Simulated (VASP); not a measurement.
Here is a VASP 6.6.1 calculation.

Contents of INCAR:

```
SYSTEM = CsI
PREC = Accurate ; ENCUT = 500
EDIFF = 1E-6 ; ISMEAR = 0
SIGMA = 0.02 ; LREAL = .FALSE.
LASPH = .TRUE. ; NELM = 120
ALGO = Normal ; ISIF = 2
LWAVE = .FALSE. ; LCHARG = .TRUE.
GGA = PE ; LELF = .TRUE.
LVHAR = .TRUE. ; NBANDS = 15
GGA_COMPAT = .FALSE.
```

The input KPOINTS:

```
Automatic mesh
0
G
  6 6 6
  0 0 0
```

File POSCAR:

```
CsI
1.0
    4.6188815092      0.0000000000      0.0000000000
    0.0000000000      4.6188815092      0.0000000000
    0.0000000000      0.0000000000      4.6188815092
Cs I
1 1
Direct
    0.0000000000      0.0000000000      0.0000000000
    0.5000000000      0.5000000000      0.5000000000
```

Potentials or basis: VASP PAW PBE potentials, release 64 (Cs_sv, I).

Run with:

```console
$ cat potpaw_PBE.64/Cs_sv/POTCAR potpaw_PBE.64/I/POTCAR > POTCAR
$ mpirun -np 1 vasp_std > vasp.out
```

(1) What does it give for the band gap on the k mesh?

(2) Predict the pressure.

Answers

(1) 3.77 eV, indirect (least direct gap 3.86 eV).

(2) 0.4 GPa.

Caveat: spin-orbit coupling is left out, which moves the levels of the heavy elements.
